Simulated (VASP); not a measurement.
# Se (Im-3m) in VASP: a series of runs

The runs below take Se through relaxation of cell and atoms, single point, with PBE.

All numbers are computed with VASP 6.6.1; they aren't measurements. Logs are shortened: lines on timing, memory, paths and dates and some standing lists are left out, and cuts for length are marked.

### Step 1. The cell of the first run

Symmetry: Im-3m, No. 229, cubic system. Conventional cell: a = 3.476 Å, b = 3.476 Å, c = 3.476 Å, α = 90.00°, β = 90.00°, γ = 90.00°. Se (site symmetry m-3m) has 14 Se at 3.01 to 3.48 Å within 4.0 Å.

### Step 2. Relaxation of cell and atoms, PBE

File INCAR:

```
PREC = Accurate
ENCUT = 600
EDIFF = 1E-6
ISMEAR = -1
SIGMA = 0.1
LREAL = F
LASPH = T
NELM = 80
ALGO = Normal
ISIF = 3
LWAVE = F
LCHARG = F
GGA = PE
IBRION = 2
NSW = 60
EDIFFG = -0.005
```

File KPOINTS:

```
regular mesh
0
Gamma
  19 19 19
```

File POSCAR:

```
Se
1.0
   -1.7380133224      1.7380133224      1.7380133224
    1.7380133224     -1.7380133224      1.7380133224
    1.7380133224      1.7380133224     -1.7380133224
Se
1
Direct
    0.0000000000      0.0000000000      0.0000000000
```

Potentials or basis: VASP PAW PBE potentials, release 64 (Se).

Started as:

```console
> cat potpaw_PBE.64/Se/POTCAR > POTCAR
> mpirun -np 1 vasp_std > vasp.out
```

OUTCAR:

```text
PREC = Accurate
   ENCUT = 600
   EDIFF = 1E-6
   ISMEAR = -1
   LREAL = F
   LASPH = T
   NELM = 80
   ISIF = 3
   GGA = PE
   IBRION = 2
   NSW = 60
   EDIFFG = -0.005

 ion  position               nearest neighbor table
   1  0.000  0.000  0.000-

  LATTYP: Found a body centered cubic cell.
 ALAT       =     3.4760266448

  Lattice vectors:

 A1 = (  -1.7380133224,   1.7380133224,   1.7380133224)
 A2 = (   1.7380133224,  -1.7380133224,   1.7380133224)
 A3 = (   1.7380133224,   1.7380133224,  -1.7380133224)

Analysis of symmetry for initial positions (statically):
=====================================================================
 Subroutine PRICEL returns:
 Original cell was already a primitive cell.

 Routine SETGRP: Setting up the symmetry group for a
 body centered cubic supercell.

 Subroutine GETGRP returns: Found 48 space group operations
 (whereof 48 operations were pure point group operations)
 out of a pool of 48 trial point group operations.

The static configuration has the point symmetry O_h .

Analysis of symmetry for dynamics (positions and initial velocities):
=====================================================================
 Subroutine PRICEL returns:
 Original cell was already a primitive cell.

 Routine SETGRP: Setting up the symmetry group for a
 body centered cubic supercell.

 Subroutine GETGRP returns: Found 48 space group operations
 (whereof 48 operations were pure point group operations)
 out of a pool of 48 trial point group operations.

The dynamic configuration has the point symmetry O_h .

 Subroutine INISYM returns: Found 48 space group operations
 (whereof 48 operations are pure point group operations),
 and found     1 'primitive' translations

----------------------------------------------------------------------------------------

                                     Primitive cell

  volume of cell :      21.0000

  direct lattice vectors                    reciprocal lattice vectors
    -1.738013322  1.738013322  1.738013322     0.000000000  0.287684791  0.287684791
     1.738013322 -1.738013322  1.738013322     0.287684791  0.000000000  0.287684791
     1.738013322  1.738013322 -1.738013322     0.287684791  0.287684791  0.000000000

  length of vectors
     3.010327379  3.010327379  3.010327379     0.406847734  0.406847734  0.406847734

  position of ions in fractional coordinates (direct lattice)
     0.000000000  0.000000000  0.000000000

  ion indices of the primitive-cell ions
   primitive index   ion index
[... 87 lines left out ...]
   EFERMI =   0.00;   METHOD = LEGACY
   ISMEAR =    -1;   SIGMA  =   0.10  broadening in eV -4-tet -1-fermi 0-gaus
   EFERMI_NEDOS =   21; number of points for ismear=-14 and -15
   IALGO  =     38    algorithm
   IMIX   =      4    mixing-type and parameters
     AMIX     =   0.40;   BMIX     =  1.00
     AMIX_MAG =   1.60;   BMIX_MAG =  1.00
  volume/ion in A,a.u.               =      21.00       141.71
  Fermi-wavevector in a.u.,A,eV,Ry     =   1.078248  2.037594 15.818400  1.162620
  Thomas-Fermi vector in A             =   2.214182
   LORBIT       =      0    0 simple, 1 ext, 2 COOP (PROOUT), +10 PAW based schemes
   GGA     = PE    functional components
   LHFCALC =     F    Hartree Fock is set to
   AEXX    =    0.0000 exact exchange contribution
   IVDW    =     0    specifies the selected vdW correction
   LEPSILON=     F    determine dielectric tensor
   LRPA    =     F    only Hartree local field effects (RPA)
 conjugate gradient relaxation of ions
 non-spin polarized calculation
  energy-cutoff  :      600.00
  volume of cell :       21.00
 maximum number of plane-waves:       718
   NGX = 13   NGY = 13   NGZ = 13

--------------------------------------- Ionic step        1  -------------------------------------------

 number of electron       5.9999999 magnetization

 Free energy of the ion-electron system (eV)
  ---------------------------------------------------
  ext. energy  EPLUGINS =         0.00000000
  ---------------------------------------------------
  free energy    TOTEN  =        -2.92775060 eV

  energy without entropy =       -2.90512201  energy(sigma->0) =       -2.91643631

------------------------ aborting loop because EDIFF is reached ----------------------------------------

  FORCE on cell =-STRESS in cart. coord.  units (eV):
  Direction    XX          YY          ZZ          XY          YZ          ZX
  --------------------------------------------------------------------------------------
  -------------------------------------------------------------------------------------
  Total       -0.2608596     -0.2608596     -0.2608596      0.0000000      0.0000000     -0.0000000
  in kB      -19.9020654    -19.9020654    -19.9020654      0.0000000      0.0000000     -0.0000000
  external PRESSURE =     -19.9020654 kB  Pullay stress =       0.0000000 kB
[... 57 lines left out ...]
--------------------------------------- Ionic step        3  -------------------------------------------

 number of electron       5.9999999 magnetization

 Free energy of the ion-electron system (eV)
  ---------------------------------------------------
  ext. energy  EPLUGINS =         0.00000000
  ---------------------------------------------------
  free energy    TOTEN  =        -2.93156555 eV

  energy without entropy =       -2.90950693  energy(sigma->0) =       -2.92053624

 E-fermi :   5.4691     XC(G=0): -10.5778

 val. band max:        5.4673753679   @ k =  -0.4211   0.4211   0.0526
 cond. band min:       5.5017953221   @ k =  -0.2105   0.3158   0.0526
 fundamental gap:      0.0344199542
 Fermi energy:         5.4690734976

 k-point     1 :       0.0000    0.0000    0.0000
  band No.  band energies     occupation
      1     -10.6221      2.00000
      2       8.4085      0.00000
      3       8.4085      0.00000
      4       8.4085      0.00000
      5      16.5516      0.00000
      6      17.8513      0.00000
      7      17.8513      0.00000
[... 221 lines left out ...]
 k-point    24 :       0.3158    0.1053    0.0000
  band No.  band energies     occupation
      1      -7.9860      2.00000
      2       0.5287      2.00000
      3       5.0663      1.96500
      4       7.1816      0.00000
      5      13.6061      0.00000
      6      15.1254      0.00000
      7      19.7032      0.00000

 [... further k-points ...]

------------------------ aborting loop because EDIFF is reached ----------------------------------------

  FORCE on cell =-STRESS in cart. coord.  units (eV):
  Direction    XX          YY          ZZ          XY          YZ          ZX
  --------------------------------------------------------------------------------------
  -------------------------------------------------------------------------------------
  Total       -0.0006351     -0.0006351     -0.0006351      0.0000000     -0.0000000      0.0000000
  in kB       -0.0498860     -0.0498860     -0.0498860      0.0000000     -0.0000000      0.0000000
  external PRESSURE =      -0.0498860 kB  Pullay stress =       0.0000000 kB
[... 16 lines left out ...]
  FREE ENERGIE OF THE ION-ELECTRON SYSTEM (eV)
  ---------------------------------------------------
  free  energy   TOTEN  =        -2.9315655462 eV

  energy  without entropy=       -2.9095069268  energy(sigma->0) =       -2.92053624

 reached required accuracy - stopping structural energy minimisation
```

OSZICAR:

```text
N       E                     dE             d eps       ncg     rms          rms(c)
DAV:   1     0.116603685258E+02    0.11660E+02   -0.32115E+03  3094   0.833E+02
DAV:   2    -0.267729295248E+01   -0.14338E+02   -0.13952E+02  4340   0.875E+01
DAV:   3    -0.292721744062E+01   -0.24992E+00   -0.24768E+00  3577   0.127E+01
DAV:   4    -0.292753293745E+01   -0.31550E-03   -0.31548E-03  5166   0.542E-01
[... 15 lines left out ...]
DAV:   1    -0.293267024858E+01   -0.14707E-02   -0.32891E-02  3192   0.118E+00    0.173E-01
DAV:   2    -0.293185771378E+01    0.81253E-03   -0.78565E-04  3647   0.214E-01    0.868E-02
DAV:   3    -0.293156348230E+01    0.29423E-03   -0.87657E-04  3241   0.180E-01    0.233E-02
DAV:   4    -0.293156519107E+01   -0.17088E-05   -0.29755E-06  4060   0.180E-02    0.768E-03
DAV:   5    -0.293156554620E+01   -0.35513E-06   -0.49768E-07  2296   0.526E-03
   3 F= -.29315655E+01 E0= -.29205362E+01  d E =-.381495E-02
```

CONTCAR:

```text
Se
   1.00000000000000
    -1.7212673196321842    1.7212673196321842    1.7212673196321842
     1.7212673196321842   -1.7212673196321842    1.7212673196321842
     1.7212673196321842    1.7212673196321842   -1.7212673196321842
  Se
     1
Direct
     0.0000000000000000    0.0000000000000000    0.0000000000000000

  0.00000000E+00  0.00000000E+00  0.00000000E+00
```

It took 15 s on 1 thread of Intel Xeon 6975P-C (Granite Rapids), shared host; peak memory 0.17 GiB.

What came out:

* Free energy: -2.9316 eV
* Relaxed volume: 20.40 Å³/atom
* Relaxed cell: a = 2.981 Å, b = 2.981 Å, c = 2.981 Å, α = 109.47°, β = 109.47°, γ = 109.47°
* Space group after relaxing (to 0.05 Å): Im-3m (No. 229)
* Energy gained by relaxing: 3.8 meV/atom
* Ionic steps: 3
* Pressure after relaxing: 0.0 GPa
* Band gap on the k mesh: zero (band 3 reaches 8.41 eV, above the bottom of band 4 at 2.29 eV)

Step by step:
```csv
step,energy change (eV),largest force (eV/Å),pressure (GPa),volume (Å³)
1,0.0000,0.0000,-1.99,21.00
2,-0.0034,0.0000,0.66,20.22
3,-0.0038,0.0000,0.00,20.40
```

Final structure:
```yaml
crystal:
  lattice:
    - [-1.72127, 1.72127, 1.72127]
    - [1.72127, -1.72127, 1.72127]
    - [1.72127, 1.72127, -1.72127]
  atoms:
    - { symbol: Se, position: [0.00000, 0.00000, 0.00000] }
```

Levels at points of the mesh, in eV from the Fermi level:
| k point | band 1 | band 2 | band 3 | band 4 | band 5 | band 6 | band 7 |
| --- | --- | --- | --- | --- | --- | --- | --- |
| (0.00, 0.00, 0.00) | -16.09 | 2.94 | 2.94 | 2.94 | 11.08 | 12.38 | 12.38 |

(Continued in part 2 of 2.)
